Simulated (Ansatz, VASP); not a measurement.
## Two plane-wave programs on ZnO

The input INCAR:

```
PREC     = Accurate       # precision mode
ENCUT    = 520            # plane-wave cutoff, eV
EDIFF    = 1E-7           # SCF threshold, eV
ISMEAR   = 0              # smearing method
SIGMA    = 0.05           # smearing width, eV
LREAL    = F              # projectors in reciprocal space
LASPH    = T              # aspherical terms in the spheres
NELM     = 100            # most SCF steps
ALGO     = Normal         # electronic algorithm
ISIF     = 2              # what is computed and relaxed
LWAVE    = F              # write WAVECAR
LCHARG   = F              # write CHGCAR
GGA      = PE             # functional
NBANDS   = 26             # bands
```

File KPOINTS:

```
regular mesh
0
Gamma
  12 12 6
```

File POSCAR:

```
ZnO
1.0
    3.0048531289      0.0000000000      0.0000000000
   -1.5024265644      2.6022791443      0.0000000000
    0.0000000000      0.0000000000      6.3048510930
Zn O
2 2
Direct
    0.3333333333      0.6666666667      0.0015026883
    0.6666666667      0.3333333333      0.5015026883
    0.3333333333      0.6666666667      0.3805973117
    0.6666666667      0.3333333333      0.8805973117
```

Input for Ansatz:

```yaml
crystal:
  lattice:
    - [3.0048531289, 0.0, 0.0]
    - [-1.5024265644, 2.6022791443, 0.0]
    - [0.0, 0.0, 6.304851093]
  atoms:
    - { symbol: Zn, position: [0.3333333333, 0.6666666667, 0.0015026883] }
    - { symbol: Zn, position: [0.6666666667, 0.3333333333, 0.5015026883] }
    - { symbol: O, position: [0.3333333333, 0.6666666667, 0.3805973117] }
    - { symbol: O, position: [0.6666666667, 0.3333333333, 0.8805973117] }
basis:
  ecutwfc: 420
kpoints:
  mp_grid: { grid: [12, 12, 6] }
hamiltonian:
  xc: pbe
scf:
  occupations: { method: gaussian, width: 0.05 }
output:
  forces: true
  stress: true
  eigenvalues: true
```

Alike in both runs: task single point; functional PBE; k mesh 12 × 12 × 6; occupations gaussian, width 0.05 eV; no spin polarisation.

|  | VASP | Ansatz |
| --- | --- | --- |
| version | VASP 6.6.1 | Ansatz 0.2.0 |
| potentials or method | VASP PAW PBE potentials, release 64 (Zn, O), cutoff 520 eV | scalar-relativistic, plane waves, PAW |
| valence electrons in the cell | 36 | 36 |

|  | VASP | Ansatz | Ansatz less VASP |
| --- | --- | --- | --- |
| gap on the k mesh at the Fermi level (eV) | none | none | - |
| pressure (GPa) | 11.7 | 10.4 | -1.22 |
| traceless stress, the component that is largest in VASP (GPa) | -27.58 | -26.60 | +0.971 |
| rms of the force components (eV/Å) | 0.460 | 0.395 | -0.0647 |

Atom by atom the forces differ by 0.065 eV/Å (rms over components). A gap of «none» marks a metal or a gap that the smearing closes.
